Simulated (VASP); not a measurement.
# Ru in VASP: single point with PBE

Aim: the single point of Ru with PBE.

All numbers are computed with VASP 6.6.1; they aren't measurements. Logs are shortened: lines on timing, memory, paths and dates and some standing lists are left out, and cuts for length are marked.

## (1) The cell of the first run

The cell holds a slab with vacuum, 12 atoms: a = 2.720 Å, b = 4.297 Å, c = 27.563 Å, α = 90.00°, β = 90.00°, γ = 90.00°.

## (2) Single point, PBE

INCAR

```
SYSTEM = Ru
  PREC = Accurate
  ENCUT = 520
  EDIFF = 1E-6
  ISMEAR = 0
  SIGMA = 0.1
  LREAL = .FALSE.
  LASPH = .TRUE.
  NELM = 60
  ALGO = Fast
  ISIF = 2
  LWAVE = .FALSE.
  LCHARG = .TRUE.
  LDIPOL = .TRUE.
  IDIPOL = 3
  DIPOL = 0.5 0.5 0.500
  GGA = PE
  LELF = .TRUE.
  LVHAR = .TRUE.
  LVACPOTAV = .TRUE.
  NBANDS = 96
```

KPOINTS

```
regular mesh
0
G
  13 8 1
  0 0 0
```

POSCAR

```
Ru
1.0
    2.7200250913      0.0000000000      0.0000000000
    0.0000000000      4.2967694965      0.0000000000
    0.0000000000      0.0000000000     27.5632577492
Ru
12
Direct
    0.0000000000      0.7500000000      0.2721013629
    0.5000000000      0.2500000000      0.3005886926
    0.5000000000      0.7500000000      0.3575633518
    0.0000000000      0.2500000000      0.3860506815
    0.0000000000      0.7500000000      0.4430253407
    0.5000000000      0.2500000000      0.4715126704
    0.5000000000      0.7500000000      0.5284873296
    0.0000000000      0.2500000000      0.5569746593
    0.0000000000      0.7500000000      0.6139493185
    0.5000000000      0.2500000000      0.6424366482
    0.5000000000      0.7500000000      0.6994113074
    0.0000000000      0.2500000000      0.7278986371
```

Potentials or basis: VASP PAW PBE potentials, release 64 (Ru_pv).

On the command line:

```console
> cat potpaw_PBE.64/Ru_pv/POTCAR > POTCAR
> mpirun -np 1 vasp_std > vasp.out
```

OUTCAR:

```text
SYSTEM = Ru
   PREC = Accurate
   ENCUT = 520
   EDIFF = 1E-6
   ISMEAR = 0
   LREAL = .FALSE.
   LASPH = .TRUE.
   NELM = 60
   ISIF = 2
   GGA = PE

 ion  position               nearest neighbor table
   1  0.000  0.750  0.272-   2 2.66   2 2.66   2 2.66   2 2.66   3 2.72   3 2.72
   2  0.500  0.250  0.301-   3 2.66   3 2.66   1 2.66   1 2.66   1 2.66   1 2.66   4 2.72   4 2.72

   3  0.500  0.750  0.358-   2 2.66   2 2.66   4 2.66   4 2.66   4 2.66   4 2.66   5 2.72   5 2.72
                             1 2.72   1 2.72
   4  0.000  0.250  0.386-   5 2.66   5 2.66   3 2.66   3 2.66   3 2.66   3 2.66   2 2.72   2 2.72
                             6 2.72   6 2.72
   5  0.000  0.750  0.443-   4 2.66   4 2.66   6 2.66   6 2.66   6 2.66   6 2.66   3 2.72   3 2.72
                             7 2.72   7 2.72
   6  0.500  0.250  0.472-   7 2.66   7 2.66   5 2.66   5 2.66   5 2.66   5 2.66   4 2.72   4 2.72
                             8 2.72   8 2.72
   7  0.500  0.750  0.528-   6 2.66   6 2.66   8 2.66   8 2.66   8 2.66   8 2.66   5 2.72   5 2.72
                             9 2.72   9 2.72
   8  0.000  0.250  0.557-   9 2.66   9 2.66   7 2.66   7 2.66   7 2.66   7 2.66  10 2.72  10 2.72
                             6 2.72   6 2.72
   9  0.000  0.750  0.614-   8 2.66   8 2.66  10 2.66  10 2.66  10 2.66  10 2.66   7 2.72   7 2.72
                            11 2.72  11 2.72
  10  0.500  0.250  0.642-  11 2.66  11 2.66   9 2.66   9 2.66   9 2.66   9 2.66   8 2.72   8 2.72
                            12 2.72  12 2.72
  11  0.500  0.750  0.699-  10 2.66  10 2.66  12 2.66  12 2.66  12 2.66  12 2.66   9 2.72   9 2.72

  12  0.000  0.250  0.728-  11 2.66  11 2.66  11 2.66  11 2.66  10 2.72  10 2.72

  LATTYP: Found a simple orthorhombic cell.
 ALAT       =     2.7200250913
 B/A-ratio  =     1.5796800957
 C/A-ratio  =    10.1334571646

  Lattice vectors:

 A1 = (   2.7200250913,   0.0000000000,   0.0000000000)
 A2 = (   0.0000000000,   4.2967694965,   0.0000000000)
 A3 = (   0.0000000000,   0.0000000000,  27.5632577492)

Analysis of symmetry for initial positions (statically):
=====================================================================
 Subroutine PRICEL returns:
 Original cell was already a primitive cell.

 Routine SETGRP: Setting up the symmetry group for a
 simple orthorhombic supercell.

 Subroutine GETGRP returns: Found  8 space group operations
 (whereof  4 operations were pure point group operations)
 out of a pool of  8 trial point group operations.

The static configuration has the point symmetry C_2h.
 The point group associated with its full space group is D_2h.

Analysis of symmetry for dynamics (positions and initial velocities):
[... 152 lines left out ...]
     AMIX_MAG =   1.60;   BMIX_MAG =  1.00
  volume/ion in A,a.u.               =      26.85       181.16
  Fermi-wavevector in a.u.,A,eV,Ry     =   1.317739  2.490166 23.625649  1.736436
  Thomas-Fermi vector in A             =   2.447759
   LORBIT       =      0    0 simple, 1 ext, 2 COOP (PROOUT), +10 PAW based schemes
   GGA     = PE    functional components
   LHFCALC =     F    Hartree Fock is set to
   AEXX    =    0.0000 exact exchange contribution
   IVDW    =     0    specifies the selected vdW correction
   LEPSILON=     F    determine dielectric tensor
   LRPA    =     F    only Hartree local field effects (RPA)
 non-spin polarized calculation
 RMM-DIIS sequential band-by-band and
 Gauss-broadening in eV      SIGMA  =   0.10
  energy-cutoff  :      520.00
  volume of cell :      322.14
 maximum number of plane-waves:      8764
   NGX = 11   NGY = 15   NGZ =103

 dipolmoment           0.000000      0.000000     -0.000000 electrons x Angstroem

 number of electron     168.0000064 magnetization

 dipolmoment           0.000000      0.000000      0.000000 electrons x Angstroem

 Free energy of the ion-electron system (eV)
  ---------------------------------------------------
  ext. energy  EPLUGINS =         0.00000000
  ---------------------------------------------------
  free energy    TOTEN  =      -106.39238503 eV

  energy without entropy =     -106.31603146  energy(sigma->0) =     -106.35420825

 E-fermi :   4.1969     XC(G=0):  -7.9639

 val. band max:        4.1894481496   @ k =   0.4615   0.2500   0.0000
 cond. band min:       4.2001575663   @ k =   0.2308   0.0000   0.0000
 fundamental gap:      0.0107094167
 Fermi energy:         4.1968679672

 k-point     1 :       0.0000    0.0000    0.0000
  band No.  band energies     occupation
      1     -39.4500      2.00000
      2     -39.3995      2.00000
      3     -39.2666      2.00000
      4     -39.2298      2.00000
      5     -39.1257      2.00000
      6     -39.1150      2.00000
[... 2365 lines left out ...]
     95       5.1684      0.00000
     96       5.2187      0.00000

 [... further k-points ...]

------------------------ aborting loop because EDIFF is reached ----------------------------------------

  FORCE on cell =-STRESS in cart. coord.  units (eV):
  Direction    XX          YY          ZZ          XY          YZ          ZX
  --------------------------------------------------------------------------------------
  -------------------------------------------------------------------------------------
  Total       -6.3532058     -7.5289028     -3.7204721      0.0000000      0.0000000      0.0000000
  in kB      -31.5978834    -37.4452521    -18.5038935      0.0000000      0.0000000      0.0000000
  external PRESSURE =     -29.1823430 kB  Pullay stress =       0.0000000 kB

 VOLUME and BASIS-vectors are now :
 -----------------------------------------------------------------------------
  energy-cutoff  :      520.00
  volume of cell :      322.14
      direct lattice vectors                 reciprocal lattice vectors
     2.720025091  0.000000000  0.000000000     0.367643667  0.000000000  0.000000000
     0.000000000  4.296769496  0.000000000     0.000000000  0.232732987  0.000000000
     0.000000000  0.000000000 27.563257749     0.000000000  0.000000000  0.036280182

 POSITION                                       TOTAL-FORCE (eV/Angst)
 -----------------------------------------------------------------------------------
      0.00000      3.22258      7.50000         0.000000      0.000000      0.835681
      1.36001      1.07419      8.28520         0.000000     -0.000000     -0.156272
      1.36001      3.22258      9.85561         0.000000      0.000000     -0.434610
      0.00000      1.07419     10.64081         0.000000      0.000000     -0.248576
      0.00000      3.22258     12.21122         0.000000      0.000000     -0.022455
      1.36001      1.07419     12.99643         0.000000      0.000000     -0.102115
      1.36001      3.22258     14.56683         0.000000      0.000000      0.102115
      0.00000      1.07419     15.35204         0.000000     -0.000000      0.022455
      0.00000      3.22258     16.92244         0.000000      0.000000      0.248576
      1.36001      1.07419     17.70765         0.000000      0.000000      0.434610
      1.36001      3.22258     19.27805         0.000000      0.000000      0.156272
      0.00000      1.07419     20.06326         0.000000     -0.000000     -0.835681
 -----------------------------------------------------------------------------------
    total drift:                               -0.000000      0.000000      0.000000

  FREE ENERGIE OF THE ION-ELECTRON SYSTEM (eV)
  ---------------------------------------------------
  free  energy   TOTEN  =      -106.3923850341 eV

  energy  without entropy=     -106.3160314634  energy(sigma->0) =     -106.35420825

 vacuum level on the upper side and lower side of the slab         8.979         8.979
```

stdout:

```text
POSCAR found type information on POSCAR Ru
 POSCAR found :  1 types and      12 ions
 scaLAPACK will be used
 LDA part: xc-table for (Slater+PW92), standard interpolation
 POSCAR, INCAR and KPOINTS ok, starting setup
 FFT: planning ... GRIDC
 FFT: planning ... GRID_SOFT
 FFT: planning ... GRID
 WAVECAR not read
 entering main loop
 -----------------------------------------------------------------------------
|                                                                             |
|           W    W    AA    RRRRR   N    N  II  N    N   GGGG   !!!           |
|           W    W   A  A   R    R  NN   N  II  NN   N  G    G  !!!           |
|           W    W  A    A  R    R  N N  N  II  N N  N  G       !!!           |
|           W WW W  AAAAAA  RRRRR   N  N N  II  N  N N  G  GGG   !            |
|           WW  WW  A    A  R   R   N   NN  II  N   NN  G    G                |
|           W    W  A    A  R    R  N    N  II  N    N   GGGG   !!!           |
|                                                                             |
|     Did not find any points to average over, which means that no vacuum     |
|     field-free region was found. Please increase the size of  your cell     |
|     in the dimension of the dipole correction to obtain accurate            |
|     workfunction values.                                                    |
|                                                                             |
 -----------------------------------------------------------------------------
```

Run time: 62 min. Hardware: 1 thread of Oxide Virtual Turin-like, shared host; peak memory 0.77 GiB.

Results:

* Free energy: -106.3924 eV
* Largest force: 0.836 eV/Å
* Band gap on the k mesh: zero (bands 84 and 85 overlap by 1.76 eV)

Forces on the atoms (eV/Å):
```
Ru   0.000  0.000  0.836
Ru   0.000  0.000 -0.156
Ru   0.000  0.000 -0.435
Ru   0.000  0.000 -0.249
Ru   0.000  0.000 -0.022
Ru   0.000  0.000 -0.102
Ru   0.000  0.000  0.102
Ru   0.000  0.000  0.022
Ru   0.000  0.000  0.249
Ru   0.000  0.000  0.435
Ru   0.000  0.000  0.156
Ru   0.000  0.000 -0.836
```
